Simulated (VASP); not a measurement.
# TiO (P6_3/mmc) in VASP: a series of runs

TiO is run at these levels: r2SCAN+D3(BJ), r2SCAN+rVV10; tasks: relaxation of cell and atoms.

All numbers are computed with VASP 6.6.1; they aren't measurements. Logs are shortened: lines on timing, memory, paths and dates and some standing lists are left out, and cuts for length are marked.

## (1) The cell of the first run

It takes space group P6_3/mmc (No. 194, hexagonal). Conventional cell: a = 2.852 Å, b = 2.852 Å, c = 5.568 Å, α = 90.00°, β = 90.00°, γ = 120.00°. Within 2.9 Å of Ti (site symmetry -6m2) lie 6 O at 2.16 Å and 6 Ti at 2.85 Å. Within 2.9 Å of O (site symmetry -3m) lie 6 Ti at 2.16 Å and 8 O at 2.78 to 2.85 Å.

## (2) Relaxation of cell and atoms, r2SCAN+D3(BJ)

POSCAR

```
TiO
1.0
    2.8516080131      0.0000000000      0.0000000000
   -1.4258040066      2.4695649810      0.0000000000
    0.0000000000      0.0000000000      5.5675030000
Ti O
2 2
Direct
    0.3333333333      0.6666666667      0.2500000000
    0.6666666667      0.3333333333      0.7500000000
    0.0000000000      0.0000000000      0.0000000000
    0.0000000000      0.0000000000      0.5000000000
```

INCAR.step1

```
PREC = Accurate
ENCUT = 600
ISMEAR = 0
SIGMA = 0.1
LREAL = F
LASPH = T
NELM = 80
GGA = PE
ALGO = Normal
EDIFF = 1E-4
LWAVE = T
LCHARG = F
```

INCAR.step2

```
PREC = Accurate
ENCUT = 600
EDIFF = 1E-6
ISMEAR = 0
SIGMA = 0.1
LREAL = F
LASPH = T
NELM = 80
ALGO = Normal
ISIF = 3
LWAVE = F
LCHARG = F
METAGGA = R2SCAN
LMIXTAU = T
IVDW = 12
VDW_S6 = 1.0
VDW_S8 = 0.78981345
VDW_A1 = 0.49484001
VDW_A2 = 5.73083694
IBRION = 2
NSW = 80
EDIFFG = -0.01
ISTART = 1
```

KPOINTS

```
regular mesh
0
Gamma
  18 18 8
```

Potentials or basis: VASP PAW PBE potentials, release 64 (Ti_sv, O).

Run with:

```console
$ cat potpaw_PBE.64/Ti_sv/POTCAR potpaw_PBE.64/O/POTCAR > POTCAR
$ cp INCAR.step1 INCAR
$ mpirun -np 1 vasp_std > vasp.out
$ cp INCAR.step2 INCAR
$ mpirun -np 1 vasp_std > vasp.out
```

OUTCAR:

```text
PREC = Accurate
   ENCUT = 600
   EDIFF = 1E-6
   ISMEAR = 0
   LREAL = F
   LASPH = T
   NELM = 80
   ISIF = 3
   METAGGA = R2SCAN
   IVDW = 12
   IBRION = 2
   NSW = 80
   EDIFFG = -0.01
   ISTART = 1
 IVDW          = 12

 ion  position               nearest neighbor table
   1  0.333  0.667  0.250-   3 2.16   4 2.16   3 2.16   4 2.16   3 2.16   4 2.16
   2  0.667  0.333  0.750-   3 2.16   4 2.16   3 2.16   4 2.16   3 2.16   4 2.16
   3  0.000  0.000  0.000-   1 2.16   2 2.16   2 2.16   1 2.16   2 2.16   1 2.16
   4  0.000  0.000  0.500-   1 2.16   2 2.16   2 2.16   1 2.16   2 2.16   1 2.16

  LATTYP: Found a hexagonal cell.
 ALAT       =     2.8516080131
 C/A-ratio  =     1.9524082463

  Lattice vectors:

 A1 = (   2.8516080131,   0.0000000000,   0.0000000000)
 A2 = (  -1.4258040066,   2.4695649810,   0.0000000000)
 A3 = (   0.0000000000,   0.0000000000,   5.5675030000)

Analysis of symmetry for initial positions (statically):
=====================================================================
 Subroutine PRICEL returns:
 Original cell was already a primitive cell.

 Routine SETGRP: Setting up the symmetry group for a
 hexagonal supercell.

 Subroutine GETGRP returns: Found 24 space group operations
 (whereof 12 operations were pure point group operations)
 out of a pool of 24 trial point group operations.

The static configuration has the point symmetry D_3d.
 The point group associated with its full space group is D_6h.

Analysis of symmetry for dynamics (positions and initial velocities):
=====================================================================
 Subroutine PRICEL returns:
 Original cell was already a primitive cell.

 Routine SETGRP: Setting up the symmetry group for a
 hexagonal supercell.

 Subroutine GETGRP returns: Found 24 space group operations
 (whereof 12 operations were pure point group operations)
 out of a pool of 24 trial point group operations.

The dynamic configuration has the point symmetry D_3d.
 The point group associated with its full space group is D_6h.

 Subroutine INISYM returns: Found 24 space group operations
 (whereof 12 operations are pure point group operations),
 and found     1 'primitive' translations

----------------------------------------------------------------------------------------

                                     Primitive cell

  volume of cell :      39.2076

  direct lattice vectors                    reciprocal lattice vectors
     2.851608013  0.000000000  0.000000000     0.350679334  0.202464808  0.000000000
    -1.425804007  2.469564981  0.000000000     0.000000000  0.404929616  0.000000000
     0.000000000  0.000000000  5.567503000     0.000000000  0.000000000  0.179613733

  length of vectors
     2.851608013  2.851608013  5.567503000     0.404929616  0.404929616  0.179613733

  position of ions in fractional coordinates (direct lattice)
     0.333333333  0.666666667  0.250000000
     0.666666667  0.333333333  0.750000000
     0.000000000  0.000000000  0.000000000
     0.000000000  0.000000000  0.500000000

  ion indices of the primitive-cell ions
   primitive index   ion index
                 1           1
                 2           2
                 3           3
                 4           4

----------------------------------------------------------------------------------------

 KPOINTS: regular mesh

Automatic generation of k-mesh.
 Grid dimensions read from file:
 generate k-points for:   18   18    8

 Generating k-lattice:

  Cartesian coordinates                     Fractional coordinates (reciprocal lattice)
     0.019482185  0.011248045  0.000000000     0.055555556  0.000000000  0.000000000
     0.000000000  0.022496090  0.000000000     0.000000000  0.055555556  0.000000000
     0.000000000  0.000000000  0.022451717     0.000000000  0.000000000  0.125000000

  Length of vectors
     0.022496090  0.022496090  0.022451717

  Shift w.r.t. Gamma in fractional coordinates (k-lattice)
     0.000000000  0.000000000  0.000000000

 Subroutine IBZKPT returns following result:
 ===========================================

 Found    185 irreducible k-points:

 Following reciprocal coordinates:
            Coordinates               Weight
  0.000000  0.000000  0.000000      1.000000
  0.055556 -0.000000  0.000000      6.000000
  0.111111 -0.000000  0.000000      6.000000
  0.166667 -0.000000  0.000000      6.000000
  0.222222  0.000000  0.000000      6.000000
  0.277778  0.000000  0.000000      6.000000
[... 16 lines left out ...]
  0.333333  0.111111  0.000000     12.000000
  0.388889  0.111111  0.000000     12.000000
 [... further k-points ...]
   k-points           NKPTS =    185   k-points in BZ     NKDIM =    185   number of bands    NBANDS=     22
   number of dos      NEDOS =    301   number of ions     NIONS =      4
   total plane-waves  NPLWV =  27648
   dimension x,y,z NGX =    24 NGY =   24 NGZ =   48
   dimension x,y,z NGXF=    48 NGYF=   48 NGZF=   96
   ions per type =               2   2
   NGX,Y,Z   is equivalent  to a cutoff of  13.99, 13.99, 14.33 a.u.
   NGXF,Y,Z  is equivalent  to a cutoff of  27.98, 27.98, 28.67 a.u.
 SYSTEM =  unknown system
   PREC   = accura    normal or accurate (medium, high low for compatibility)
   ISTART =      1    job   : 0-new  1-cont  2-samecut
   ICHARG =      0    charge: 1-file 2-atom 10-const
   ISPIN  =      1    spin polarized calculation?
   LNONCOLLINEAR =      F non collinear calculations
   LSORBIT =      F    spin-orbit coupling
   LASPH  =      T    aspherical Exc in radial PAW
   ENCUT  =  600.0 eV  44.10 Ry    6.64 a.u.   5.70  5.70 11.12*2*pi/ulx,y,z
   NELM   =     80;   NELMIN=  2; NELMDL=  0     # of ELM steps
   EDIFF  = 0.1E-05   stopping-criterion for ELM
   LREAL  =      F    real-space projection
   EDIFFG = -.1E-01   stopping-criterion for IOM
   NSW    =     80    number of steps for IOM
   IBRION =      2    ionic relax: 0-MD 1-quasi-New 2-CG
   NFREE  =      1    steps in history (QN), initial steepest desc. (CG)
   ISIF   =      3    stress and relaxation
   ISYM   =      2    0-nonsym 1-usesym 2-fastsym
   POTIM  = 0.5000    time-step for ionic-motion
   TEBEG  =    0.0;   TEEND  =   0.0 temperature during run
   PSTRESS=    0.0 pullay stress
   NELECT =      36.0000    total number of electrons
   NUPDOWN=      -1.0000    fix difference up-down
   EMIN   =  10.00;   EMAX   =-10.00  energy-range for DOS
   EFERMI =   0.00;   METHOD = LEGACY
   ISMEAR =     0;   SIGMA  =   0.10  broadening in eV -4-tet -1-fermi 0-gaus
   EFERMI_NEDOS =   21; number of points for ismear=-14 and -15
   IALGO  =     38    algorithm
   IMIX   =      4    mixing-type and parameters
     AMIX     =   0.40;   BMIX     =  1.00
     AMIX_MAG =   1.60;   BMIX_MAG =  1.00
  volume/ion in A,a.u.               =       9.80        66.15
  Fermi-wavevector in a.u.,A,eV,Ry     =   1.591178  3.006890 34.447873  2.531847
  Thomas-Fermi vector in A             =   2.689758
   LORBIT       =      0    0 simple, 1 ext, 2 COOP (PROOUT), +10 PAW based schemes
   METAGGA = R2SCAN    functional components
   LHFCALC =     F    Hartree Fock is set to
   AEXX    =    0.0000 exact exchange contribution
   IVDW    =    12    specifies the selected vdW correction
   LEPSILON=     F    determine dielectric tensor
   LRPA    =     F    only Hartree local field effects (RPA)
 conjugate gradient relaxation of ions
 non-spin polarized calculation
 Gauss-broadening in eV      SIGMA  =   0.10
  energy-cutoff  :      600.00
  volume of cell :       39.21
 maximum number of plane-waves:      1328
 NGX is ok and might be reduce to    24
   NGX = 11   NGY = 11   NGZ = 23

--------------------------------------- Ionic step        1  -------------------------------------------

 number of electron      36.0000006 magnetization

 Free energy of the ion-electron system (eV)
  ---------------------------------------------------
  ext. energy  EPLUGINS =         0.00000000
  ---------------------------------------------------
  free energy    TOTEN  =       -48.65051550 eV

  energy without entropy =      -48.64886210  energy(sigma->0) =      -48.64968880

------------------------ aborting loop because EDIFF is reached ----------------------------------------

 Edisp (eV)   -0.77985

 E8    (eV) :    -0.2632

  FORCE on cell =-STRESS in cart. coord.  units (eV):
  Direction    XX          YY          ZZ          XY          YZ          ZX
  --------------------------------------------------------------------------------------
  -------------------------------------------------------------------------------------
  Total      -1.86988    -1.86988    -1.48340     0.00000     0.00000     0.00000
  in kB     -76.41064   -76.41064   -60.61751     0.00000     0.00000     0.00000
  external pressure =      -71.15 kB  Pullay stress =        0.00 kB

 VOLUME and BASIS-vectors are now :
 -----------------------------------------------------------------------------
  energy-cutoff  :      600.00
  volume of cell :       39.21
      direct lattice vectors                 reciprocal lattice vectors
     2.851608013  0.000000000  0.000000000     0.350679334  0.202464808  0.000000000
    -1.425804007  2.469564981  0.000000000     0.000000000  0.404929616  0.000000000
     0.000000000  0.000000000  5.567503000     0.000000000  0.000000000  0.179613733
[... 127 lines left out ...]
 POSITION                                       TOTAL-FORCE (eV/Angst)
 -----------------------------------------------------------------------------------
     -0.00000      1.62869      1.38001         0.000000      0.000000      0.000000
      1.41049      0.81434      4.14004        -0.000000      0.000000      0.000000
      2.82097      0.00000      0.00000        -0.000000     -0.000000      0.000000
      2.82097      0.00000      2.76003        -0.000000     -0.000000      0.000000
 -----------------------------------------------------------------------------------
    total drift:                               -0.000000      0.000000     -0.000000

  FREE ENERGIE OF THE ION-ELECTRON SYSTEM (eV)
  ---------------------------------------------------
  free  energy   TOTEN  =       -49.4567554727 eV

  energy  without entropy=      -49.4550558479  energy(sigma->0) =      -49.45590566

--------------------------------------- Ionic step        5  -------------------------------------------

 number of electron      36.0000008 magnetization

 Free energy of the ion-electron system (eV)
  ---------------------------------------------------
  ext. energy  EPLUGINS =         0.00000000
  ---------------------------------------------------
  free energy    TOTEN  =       -48.65311689 eV

  energy without entropy =      -48.65153156  energy(sigma->0) =      -48.65232422

 E-fermi :  11.7416     XC(G=0): -13.7806

 val. band max:       11.7316745005   @ k =   0.0000   0.0000   0.0000
 cond. band min:      11.7910786956   @ k =   0.0556  -0.0000   0.1250
 fundamental gap:      0.0594041951
 Fermi energy:        11.7416457686

 k-point     1 :       0.0000    0.0000    0.0000
  band No.  band energies     occupation
      1     -48.4002      2.00000
      2     -48.3518      2.00000
      3     -24.1378      2.00000
      4     -23.5973      2.00000
      5     -23.2003      2.00000
      6     -23.2003      2.00000
[... 14 lines left out ...]
     21      12.9688      0.00000
     22      12.9688      0.00000
[... 552 lines left out ...]
  band No.  band energies     occupation
      1     -48.2523      2.00000
      2     -48.2378      2.00000
      3     -24.0310      2.00000
      4     -23.8919      2.00000
      5     -23.7146      2.00000
      6     -23.5844      2.00000
[... 14 lines left out ...]
     21      13.7589      0.00000
     22      13.8936      0.00000

 [... further k-points ...]

------------------------ aborting loop because EDIFF is reached ----------------------------------------

 Edisp (eV)   -0.80394

 E8    (eV) :    -0.2714

  FORCE on cell =-STRESS in cart. coord.  units (eV):
  Direction    XX          YY          ZZ          XY          YZ          ZX
  --------------------------------------------------------------------------------------
  -------------------------------------------------------------------------------------
  Total       0.02603     0.02603     0.03685    -0.00000    -0.00000    -0.00000
  in kB       1.09631     1.09631     1.55197    -0.00000    -0.00000    -0.00000
  external pressure =        1.25 kB  Pullay stress =        0.00 kB

 VOLUME and BASIS-vectors are now :
 -----------------------------------------------------------------------------
  energy-cutoff  :      600.00
  volume of cell :       38.05
      direct lattice vectors                 reciprocal lattice vectors
     2.818206677  0.000000000  0.000000000     0.354835580  0.204864417  0.000000000
    -1.409103339  2.440638576 -0.000000000    -0.000000000  0.409728835 -0.000000000
    -0.000000000 -0.000000000  5.531481870    -0.000000000  0.000000000  0.180783382

 POSITION                                       TOTAL-FORCE (eV/Angst)
 -----------------------------------------------------------------------------------
     -0.00000      1.62709      1.38287        -0.000000      0.000000      0.000000
      1.40910      0.81355      4.14861        -0.000000     -0.000000      0.000000
     -1.40910      2.44064     -0.00000         0.000000      0.000000      0.000000
     -1.40910      2.44064      2.76574         0.000000      0.000000      0.000000
 -----------------------------------------------------------------------------------
    total drift:                               -0.000000      0.000000     -0.000000

  FREE ENERGIE OF THE ION-ELECTRON SYSTEM (eV)
  ---------------------------------------------------
  free  energy   TOTEN  =       -49.4570561549 eV

  energy  without entropy=      -49.4554708269  energy(sigma->0) =      -49.45626349

 reached required accuracy - stopping structural energy minimisation
```

It took 57 min on 1 thread of Oxide Virtual Turin-like, shared host; peak memory 0.29 GiB.

What came out:

```yaml
Free_energy: -49.4571 eV
Relaxed_volume: 9.51 Å³/atom
Relaxed_cell: a = 2.818 Å, b = 2.818 Å, c = 5.531 Å, α = 90.00°, β = 90.00°, γ = 120.00°
Space_group_after_relaxing_to_0.1_Å: P6_3/mmc (No. 194)
Energy_gained_by_relaxing: 6.7 meV/atom
Ionic_steps: 5
Pressure_after_relaxing: 0.1 GPa
Band_gap_on_the_k_mesh: zero (bands 18 and 19 overlap by 0.04 eV)
Dispersion_energy_per_atom: -0.201 eV
```

The path:
```csv
step,energy change (eV),largest force (eV/Å),pressure (GPa),volume (Å³)
1,0.0000,0.0000,-7.11,39.21
2,0.0096,0.0000,9.42,36.79
3,-0.0264,0.0000,0.01,38.07
4,-0.0264,0.0000,0.17,38.04
5,-0.0267,0.0000,0.12,38.05
```

Final structure:
```cif
data_structure
_symmetry_space_group_name_H-M 'P 1'
_symmetry_Int_Tables_number 1
_cell_length_a 2.8182
_cell_length_b 2.8182
_cell_length_c 5.5315
_cell_angle_alpha 90.000
_cell_angle_beta 90.000
_cell_angle_gamma 120.000
_cell_volume 38.05
loop_
_atom_site_label
_atom_site_type_symbol
_atom_site_fract_x
_atom_site_fract_y
_atom_site_fract_z
_atom_site_occupancy
Ti1 Ti 0.33333 0.66667 0.25000 1
Ti2 Ti 0.66667 0.33333 0.75000 1
O1 O 0.00000 0.00000 0.00000 1
O2 O 0.00000 0.00000 0.50000 1
```

Caveat: the PAW data sets were made with another functional, which shifts forces and pressure a little; semilocal functionals often make such compounds metallic where correlation or magnetic order opens a gap, which also shifts bond lengths.

(Part 1 of 2 ends here.)
